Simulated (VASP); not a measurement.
# PbS (I4/mmm) in VASP: a series of runs

Runs on PbS. Level: r2SCAN. Tasks: single point.

All numbers are computed with VASP 6.6.1; they aren't measurements. Logs are shortened: lines on timing, memory, paths and dates and some standing lists are left out, and cuts for length are marked.

## Step 1: The cell of the first run

It takes space group I4/mmm (No. 139, tetragonal). Conventional cell: a = 4.088 Å, b = 4.088 Å, c = 6.078 Å, α = 90.00°, β = 90.00°, γ = 90.00°. Pb (site symmetry 4/mmm) has 6 S at 2.89 to 3.04 Å within 3.8 Å. Within 3.8 Å of S (site symmetry 4/mmm) lie 6 Pb at 2.89 to 3.04 Å.

## Step 2: Single point, r2SCAN (strain -0.025 along x and y, +0.025 along z)

POSCAR

```
PbS
1.0
    0.0000000000      2.8908750000      3.0391250000
    2.8908750000      0.0000000000      3.0391250000
    2.8908750000      2.8908750000      0.0000000000
Pb S
1 1
Direct
    0.0000000000      0.0000000000      0.0000000000
    0.5000000000      0.5000000000      0.5000000000
```

INCAR.step1

```
PREC = Accurate
ENCUT = 550
ISMEAR = 0
SIGMA = 0.05
LREAL = F
LASPH = T
NELM = 120
NBANDS = 17
GGA = PE
ALGO = Normal
EDIFF = 1E-5
LWAVE = T
LCHARG = F
GGA_COMPAT = F
```

INCAR.step2

```
PREC = Accurate
ENCUT = 550
EDIFF = 1E-6
ISMEAR = 0
SIGMA = 0.05
LREAL = F
LASPH = T
NELM = 120
ALGO = Normal
ISIF = 2
LWAVE = F
LCHARG = T
METAGGA = R2SCAN
LMIXTAU = T
LELF = T
LVHAR = T
NBANDS = 17
ISTART = 1
GGA_COMPAT = F
```

KPOINTS

```
regular mesh
0
Gamma
  8 8 8
```

Potentials or basis: VASP PAW PBE potentials, release 64 (Pb_d, S).

The run is started by

```bash
cat potpaw_PBE.64/Pb_d/POTCAR potpaw_PBE.64/S/POTCAR > POTCAR
cp INCAR.step1 INCAR
mpirun -np 1 vasp_std > vasp.out
cp INCAR.step2 INCAR
mpirun -np 1 vasp_std > vasp.out
```

OUTCAR:

```text
PREC = Accurate
   ENCUT = 550
   EDIFF = 1E-6
   ISMEAR = 0
   LREAL = F
   LASPH = T
   NELM = 120
   ISIF = 2
   METAGGA = R2SCAN
   ISTART = 1

 ion  position               nearest neighbor table
   1  0.000  0.000  0.000-   2 2.89   2 2.89   2 2.89   2 2.89   2 3.04   2 3.04
   2  0.500  0.500  0.500-   1 2.89   1 2.89   1 2.89   1 2.89   1 3.04   1 3.04

  LATTYP: Found a body centered tetragonal cell.
 ALAT       =     4.0883146321
 C/A-ratio  =     1.4867373348

  Lattice vectors:

 A1 = (  -2.8908750000,   0.0000000000,   3.0391250000)
 A2 = (   2.8908750000,   0.0000000000,   3.0391250000)
 A3 = (   0.0000000000,   2.8908750000,  -3.0391250000)

Analysis of symmetry for initial positions (statically):
=====================================================================
 Subroutine PRICEL returns:
 Original cell was already a primitive cell.

 Routine SETGRP: Setting up the symmetry group for a
 body centered tetragonal supercell.

 Subroutine GETGRP returns: Found 16 space group operations
 (whereof 16 operations were pure point group operations)
 out of a pool of 16 trial point group operations.

The static configuration has the point symmetry D_4h.

Analysis of symmetry for dynamics (positions and initial velocities):
=====================================================================
 Subroutine PRICEL returns:
 Original cell was already a primitive cell.

 Routine SETGRP: Setting up the symmetry group for a
 body centered tetragonal supercell.

 Subroutine GETGRP returns: Found 16 space group operations
 (whereof 16 operations were pure point group operations)
 out of a pool of 16 trial point group operations.

The dynamic configuration has the point symmetry D_4h.

 Subroutine INISYM returns: Found 16 space group operations
 (whereof 16 operations are pure point group operations),
 and found     1 'primitive' translations

----------------------------------------------------------------------------------------

                                     Primitive cell

  volume of cell :      50.7969

  direct lattice vectors                    reciprocal lattice vectors
     0.000000000  2.890875000  3.039125000    -0.172958014  0.172958014  0.164521038
     2.890875000  0.000000000  3.039125000     0.172958014 -0.172958014  0.164521038
     2.890875000  2.890875000  0.000000000     0.172958014  0.172958014 -0.164521038

  length of vectors
     4.194453365  4.194453365  4.088314632     0.294781481  0.294781481  0.294781481

  position of ions in fractional coordinates (direct lattice)
     0.000000000  0.000000000  0.000000000
     0.500000000  0.500000000  0.500000000

  ion indices of the primitive-cell ions
   primitive index   ion index
                 1           1
                 2           2

----------------------------------------------------------------------------------------

 KPOINTS: regular mesh

Automatic generation of k-mesh.
 Grid dimensions read from file:
 generate k-points for:    8    8    8

 Generating k-lattice:

  Cartesian coordinates                     Fractional coordinates (reciprocal lattice)
    -0.021619752  0.021619752  0.020565130     0.125000000 -0.000000000  0.000000000
     0.021619752 -0.021619752  0.020565130    -0.000000000  0.125000000  0.000000000
     0.021619752  0.021619752 -0.020565130     0.000000000  0.000000000  0.125000000

  Length of vectors
     0.036847685  0.036847685  0.036847685

  Shift w.r.t. Gamma in fractional coordinates (k-lattice)
     0.000000000  0.000000000  0.000000000

 Subroutine IBZKPT returns following result:
 ===========================================

 Found     59 irreducible k-points:

 Following reciprocal coordinates:
            Coordinates               Weight
  0.000000  0.000000  0.000000      1.000000
  0.125000  0.000000  0.000000      8.000000
  0.250000  0.000000  0.000000      8.000000
  0.375000  0.000000  0.000000      8.000000
  0.500000  0.000000  0.000000      4.000000
  0.125000  0.125000  0.000000      2.000000
[... 16 lines left out ...]
  0.250000  0.000000  0.125000     16.000000
  0.375000  0.000000  0.125000     16.000000
 [... further k-points ...]
   k-points           NKPTS =     59   k-points in BZ     NKDIM =     59   number of bands    NBANDS=     17
   number of dos      NEDOS =    301   number of ions     NIONS =      2
   total plane-waves  NPLWV =  32768
   dimension x,y,z NGX =    32 NGY =   32 NGZ =   32
   dimension x,y,z NGXF=    64 NGYF=   64 NGZF=   64
   ions per type =               1   1
   NGX,Y,Z   is equivalent  to a cutoff of  12.68, 12.68, 13.01 a.u.
   NGXF,Y,Z  is equivalent  to a cutoff of  25.37, 25.37, 26.02 a.u.
 SYSTEM =  unknown system
   PREC   = accura    normal or accurate (medium, high low for compatibility)
   ISTART =      1    job   : 0-new  1-cont  2-samecut
   ICHARG =      0    charge: 1-file 2-atom 10-const
   ISPIN  =      1    spin polarized calculation?
   LNONCOLLINEAR =      F non collinear calculations
   LSORBIT =      F    spin-orbit coupling
   LASPH  =      T    aspherical Exc in radial PAW
   ENCUT  =  550.0 eV  40.42 Ry    6.36 a.u.   8.02  8.02  7.82*2*pi/ulx,y,z
   NELM   =    120;   NELMIN=  2; NELMDL=  0     # of ELM steps
   EDIFF  = 0.1E-05   stopping-criterion for ELM
   LREAL  =      F    real-space projection
   EDIFFG = 0.1E-04   stopping-criterion for IOM
   NSW    =      0    number of steps for IOM
   IBRION =     -1    ionic relax: 0-MD 1-quasi-New 2-CG
   NFREE  =      0    steps in history (QN), initial steepest desc. (CG)
   ISIF   =      2    stress and relaxation
   ISYM   =      2    0-nonsym 1-usesym 2-fastsym
   POTIM  = 0.5000    time-step for ionic-motion
   TEBEG  =    0.0;   TEEND  =   0.0 temperature during run
   PSTRESS=    0.0 pullay stress
   NELECT =      20.0000    total number of electrons
   NUPDOWN=      -1.0000    fix difference up-down
   EMIN   =  10.00;   EMAX   =-10.00  energy-range for DOS
   EFERMI =   0.00;   METHOD = LEGACY
   ISMEAR =     0;   SIGMA  =   0.05  broadening in eV -4-tet -1-fermi 0-gaus
   EFERMI_NEDOS =   21; number of points for ismear=-14 and -15
   IALGO  =     38    algorithm
   IMIX   =      4    mixing-type and parameters
     AMIX     =   0.40;   BMIX     =  1.00
     AMIX_MAG =   1.60;   BMIX_MAG =  1.00
  volume/ion in A,a.u.               =      25.40       171.40
  Fermi-wavevector in a.u.,A,eV,Ry     =   1.199884  2.267451 19.588587  1.439721
  Thomas-Fermi vector in A             =   2.335734
   LORBIT       =      0    0 simple, 1 ext, 2 COOP (PROOUT), +10 PAW based schemes
   METAGGA = R2SCAN    functional components
   LHFCALC =     F    Hartree Fock is set to
   AEXX    =    0.0000 exact exchange contribution
   IVDW    =     0    specifies the selected vdW correction
   LEPSILON=     F    determine dielectric tensor
   LRPA    =     F    only Hartree local field effects (RPA)
 non-spin polarized calculation
 Gauss-broadening in eV      SIGMA  =   0.05
  energy-cutoff  :      550.00
  volume of cell :       50.80
 maximum number of plane-waves:      1507
   NGX = 17   NGY = 17   NGZ = 15

 number of electron      19.9999996 magnetization

 Free energy of the ion-electron system (eV)
  ---------------------------------------------------
  ext. energy  EPLUGINS =         0.00000000
  ---------------------------------------------------
  free energy    TOTEN  =       -65.55009791 eV

  energy without entropy =      -65.55009791  energy(sigma->0) =      -65.55009791

 E-fermi :   6.3751     XC(G=0): -10.3873

 val. band max:        6.1638297914   @ k =   0.5000   0.0000   0.0000
 cond. band min:       6.6026327296   @ k =   0.5000   0.0000   0.0000
 fundamental gap:      0.4388029382
 Fermi energy:         6.3750564766

 k-point     1 :       0.0000    0.0000    0.0000
  band No.  band energies     occupation
      1     -11.4427      2.00000
      2     -11.4356      2.00000
      3     -11.4356      2.00000
      4     -11.4246      2.00000
      5     -11.4007      2.00000
      6      -8.4155      2.00000
[... 9 lines left out ...]
     16      13.2437      0.00000
     17      14.8006      0.00000

 k-point     2 :       0.1250    0.0000    0.0000
  band No.  band energies     occupation
      1     -11.4451      2.00000
      2     -11.4342      2.00000
      3     -11.4316      2.00000
      4     -11.4182      2.00000
      5     -11.4049      2.00000
      6      -8.2742      2.00000
[... 9 lines left out ...]
     16      13.6106      0.00000
     17      15.8353      0.00000

 k-point     3 :       0.2500    0.0000    0.0000
  band No.  band energies     occupation
      1     -11.4545      2.00000
      2     -11.4326      2.00000
      3     -11.4325      2.00000
      4     -11.4042      2.00000
      5     -11.3984      2.00000
      6      -7.8815      2.00000
[... 9 lines left out ...]
     16      14.4368      0.00000
     17      17.8859      0.00000

 k-point     4 :       0.3750    0.0000    0.0000
  band No.  band energies     occupation
      1     -11.4646      2.00000
      2     -11.4448      2.00000
      3     -11.4320      2.00000
      4     -11.3924      2.00000
      5     -11.3772      2.00000
      6      -7.3718      2.00000
[... 9 lines left out ...]
     16      15.7834      0.00000
     17      18.4929      0.00000
[... 343 lines left out ...]
      1     -11.4401      2.00000
      2     -11.4383      2.00000
      3     -11.4279      2.00000
      4     -11.4139      2.00000
      5     -11.4127      2.00000
      6      -8.2167      2.00000
[... 9 lines left out ...]
     16      14.4554      0.00000
     17      15.0223      0.00000

 k-point    23 :       0.2500    0.0000    0.1250
  band No.  band energies     occupation
      1     -11.4490      2.00000
      2     -11.4405      2.00000
      3     -11.4313      2.00000
      4     -11.4137      2.00000
      5     -11.3947      2.00000
      6      -7.8904      2.00000
[... 9 lines left out ...]
     16      15.2178      0.00000
     17      16.4583      0.00000

 k-point    24 :       0.3750    0.0000    0.1250
  band No.  band energies     occupation
      1     -11.4680      2.00000
      2     -11.4440      2.00000
      3     -11.4355      2.00000
      4     -11.4030      2.00000
      5     -11.3747      2.00000
      6      -7.3964      2.00000
[... 9 lines left out ...]
     16      16.3567      0.00000
     17      18.0878      0.00000

 [... further k-points ...]

------------------------ aborting loop because EDIFF is reached ----------------------------------------

  FORCE on cell =-STRESS in cart. coord.  units (eV):
  Direction    XX          YY          ZZ          XY          YZ          ZX
  --------------------------------------------------------------------------------------
  -------------------------------------------------------------------------------------
  Total        1.8583275      1.8583275     -0.3584385      0.0000000      0.0000000      0.0000000
  in kB       58.6132299     58.6132299    -11.3054538      0.0000000      0.0000000      0.0000000
  external PRESSURE =      35.3070020 kB  Pullay stress =       0.0000000 kB

 VOLUME and BASIS-vectors are now :
 -----------------------------------------------------------------------------
  energy-cutoff  :      550.00
  volume of cell :       50.80
      direct lattice vectors                 reciprocal lattice vectors
     0.000000000  2.890875000  3.039125000    -0.172958014  0.172958014  0.164521038
     2.890875000  0.000000000  3.039125000     0.172958014 -0.172958014  0.164521038
     2.890875000  2.890875000  0.000000000     0.172958014  0.172958014 -0.164521038

 POSITION                                       TOTAL-FORCE (eV/Angst)
 -----------------------------------------------------------------------------------
      0.00000      0.00000      0.00000         0.000000      0.000000      0.000000
      2.89087      2.89087      3.03912        -0.000000     -0.000000     -0.000000
 -----------------------------------------------------------------------------------
    total drift:                                0.000000     -0.000000     -0.000000

  FREE ENERGIE OF THE ION-ELECTRON SYSTEM (eV)
  ---------------------------------------------------
  free  energy   TOTEN  =       -65.5500979054 eV

  energy  without entropy=      -65.5500979054  energy(sigma->0) =      -65.55009791
```

Wall time 2 min (1 thread of AMD EPYC 9R45 (Zen 5), shared host); peak memory 0.19 GiB.

What came out:

- Free energy: -65.5501 eV
- Pressure: 3.5 GPa
- Band gap on the k mesh: 0.44 eV

Stress tensor (GPa, compression positive):
```
 5.86  0.00  0.00
 0.00  5.86  0.00
 0.00  0.00 -1.13
```

Levels at points of the mesh, in eV from the valence-band top:
```csv
k point,band 6,band 7,band 8,band 9,band 10,band 11,band 12,band 13,band 14,band 15
"(0.00, 0.00, 0.00)",-14.58,-6.12,-2.72,-2.72,-2.32,4.79,5.96,5.96,6.78,7.08
"(0.50, 0.00, 0.00)",-13.26,-9.40,-2.22,-2.09,0.00,0.44,1.91,2.17,9.10,10.33
"(0.50, 0.50, 0.00)",-12.95,-7.29,-5.67,-3.84,-3.84,4.08,5.61,6.33,6.33,11.69
"(0.50, 0.00, 0.50)",-12.63,-7.59,-5.77,-4.20,-3.67,3.87,5.44,6.22,6.60,11.35
```

Caveat: the cell differs from its parent crystal (strain -0.025 along x and y, +0.025 along z); the stress differs along the axes, from -1 to 6 GPa; the PAW data sets were made with another functional, which shifts forces and pressure a little; spin-orbit coupling is left out, which moves the levels of the heavy elements. A k mesh can miss the band edges.

## Step 3: Single point, r2SCAN (strain +0.000 along x and y, +0.025 along z)

POSCAR

```
PbS
1.0
    0.0000000000      2.9650000000      3.0391250000
    2.9650000000      0.0000000000      3.0391250000
    2.9650000000      2.9650000000      0.0000000000
Pb S
1 1
Direct
    0.0000000000      0.0000000000      0.0000000000
    0.5000000000      0.5000000000      0.5000000000
```

INCAR.step1

```
SYSTEM = PbS
PREC     = Accurate       ! precision mode
ENCUT    = 550            ! plane-wave cutoff, eV
ISMEAR   = 0              ! smearing method
SIGMA    = 0.05           ! smearing width, eV
LREAL    = .FALSE.        ! projectors in reciprocal space
LASPH    = .TRUE.         ! aspherical terms in the spheres
NELM     = 120            ! most SCF steps
NBANDS   = 17             ! bands
GGA      = PE             ! functional
ALGO     = Normal         ! electronic algorithm
EDIFF    = 1E-5           ! SCF threshold, eV
LWAVE    = .TRUE.         ! write WAVECAR
LCHARG   = .FALSE.        ! write CHGCAR
GGA_COMPAT= .FALSE.
```

INCAR.step2

```
SYSTEM = PbS
PREC     = Accurate       ! precision mode
ENCUT    = 550            ! plane-wave cutoff, eV
EDIFF    = 1E-6           ! SCF threshold, eV
ISMEAR   = 0              ! smearing method
SIGMA    = 0.05           ! smearing width, eV
LREAL    = .FALSE.        ! projectors in reciprocal space
LASPH    = .TRUE.         ! aspherical terms in the spheres
NELM     = 120            ! most SCF steps
ALGO     = Normal         ! electronic algorithm
ISIF     = 2              ! what is computed and relaxed
LWAVE    = .FALSE.        ! write WAVECAR
LCHARG   = .TRUE.         ! write CHGCAR
METAGGA  = R2SCAN         ! meta-GGA
LMIXTAU  = .TRUE.       
LELF     = .TRUE.         ! ELF
LVHAR    = .TRUE.       
NBANDS   = 17             ! bands
ISTART   = 1            
GGA_COMPAT= .FALSE.
```

KPOINTS

```
Automatic mesh
0
G
  8 8 8
  0 0 0
```

Potentials or basis: VASP PAW PBE potentials, release 64 (Pb_d, S).

The run is started by

```bash
cat potpaw_PBE.64/Pb_d/POTCAR potpaw_PBE.64/S/POTCAR > POTCAR
cp INCAR.step1 INCAR
mpirun -np 1 vasp_std > vasp.out
cp INCAR.step2 INCAR
mpirun -np 1 vasp_std > vasp.out
```

Wall time 2.3 min (1 thread of AMD EPYC 9R45 (Zen 5), shared host); peak memory 0.19 GiB.

The run converged. Its results:

| Quantity | Value |
| --- | --- |
| Free energy | -65.6043 eV |
| Pressure | 0.0 GPa |
| Band gap on the k mesh | 0.69 eV |

Stress tensor (GPa, compression positive):
```
 0.89  0.00  0.00
 0.00  0.89  0.00
 0.00  0.00 -1.93
```

Levels at points of the mesh, in eV from the valence-band top:
```csv
k point,band 6,band 7,band 8,band 9,band 10,band 11,band 12,band 13,band 14,band 15
"(0.00, 0.00, 0.00)",-13.99,-6.14,-2.27,-2.27,-2.07,5.13,5.69,5.69,7.11,7.26
"(0.50, 0.00, 0.00)",-12.79,-8.96,-1.84,-1.79,0.00,0.69,2.18,2.32,9.14,10.60
"(0.50, 0.50, 0.00)",-12.46,-7.23,-5.13,-3.42,-3.42,4.33,5.73,6.11,6.11,11.72
"(0.50, 0.00, 0.50)",-12.32,-7.36,-5.18,-3.59,-3.33,4.23,5.69,6.03,6.23,11.61
```

Caveat: the cell differs from its parent crystal (strain +0.000 along x and y, +0.025 along z); the PAW data sets were made with another functional, which shifts forces and pressure a little; spin-orbit coupling is left out, which moves the levels of the heavy elements. A k mesh can miss the band edges.

(Continued in part 2 of 2.)
